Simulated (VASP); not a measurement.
A run of VASP 6.6.1 is set up as follows.

INCAR

```
PREC = Accurate
ENCUT = 520
EDIFF = 1E-6
ISMEAR = 0
SIGMA = 0.15
LREAL = F
LASPH = T
NELM = 100
ALGO = Normal
ISIF = 2
LWAVE = F
LCHARG = F
GGA = PS
NBANDS = 12
```

File KPOINTS:

```
regular mesh
0
Gamma
  24 24 24
```

POSCAR

```
Cu
1.0
   -1.2985139880      1.2985139880      1.3760814500
    1.2985139880     -1.2985139880      1.3760814500
    1.2985139880      1.2985139880     -1.3760814500
Cu
1
Direct
    0.0000000000      0.0000000000      0.0000000000
```

Potentials or basis: VASP PAW PBE potentials, release 64 (Cu).

Launch:

```console
$ cat potpaw_PBE.64/Cu/POTCAR > POTCAR
$ mpirun -np 1 vasp_std > vasp.out
```

**Question.** Estimate the pressure.

**Answer.** 56.1 GPa.

Stress tensor (GPa, compression positive):
```
55.71  0.00  0.00
 0.00 55.71  0.00
 0.00  0.00 56.74
```

Caveat: the cell differs from its parent crystal (strain -0.1000 x Voigt [1, 1, 0, 0, 0, 0]); the PAW data sets were made with another functional, which shifts forces and pressure a little.
